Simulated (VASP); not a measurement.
Here is a VASP 6.6.1 calculation.

File INCAR:

```
SYSTEM = Cu
ALGO = Fast ; EDIFF = 1E-6
ENCUT = 520 ; GGA = PE
ISIF = 2 ; ISMEAR = 0
LASPH = .TRUE. ; LCHARG = .FALSE.
LREAL = .FALSE. ; LWAVE = .FALSE.
NBANDS = 12 ; NELM = 60
PREC = Accurate ; SIGMA = 0.15
```

KPOINTS

```
k-points
0
G
  24 24 24
  0 0 0
```

The input POSCAR:

```
Cu
1.0
   -1.5479782852      1.5479782852      1.4520685275
    1.5479782852     -1.5479782852      1.4520685275
    1.5479782852      1.5479782852     -1.4520685275
Cu
1
Direct
    0.0000000000      0.0000000000      0.0000000000
```

Potentials or basis: VASP PAW PBE potentials, release 64 (Cu).

Launch:

```console
$ cat potpaw_PBE.64/Cu/POTCAR > POTCAR
$ mpirun -np 1 vasp_std > vasp.out
```

Problem. Predict the band gap on the k mesh.

Solution. Zero (an odd number of electrons rules out a gap without spin polarisation).

Problem. Estimate the pressure.

Solution. -13.1 GPa.

Stress tensor (GPa, compression positive):
```
-12.93   0.00   0.00
  0.00 -12.93   0.00
  0.00   0.00 -13.48
```

Caveat: the cell stands under tension.
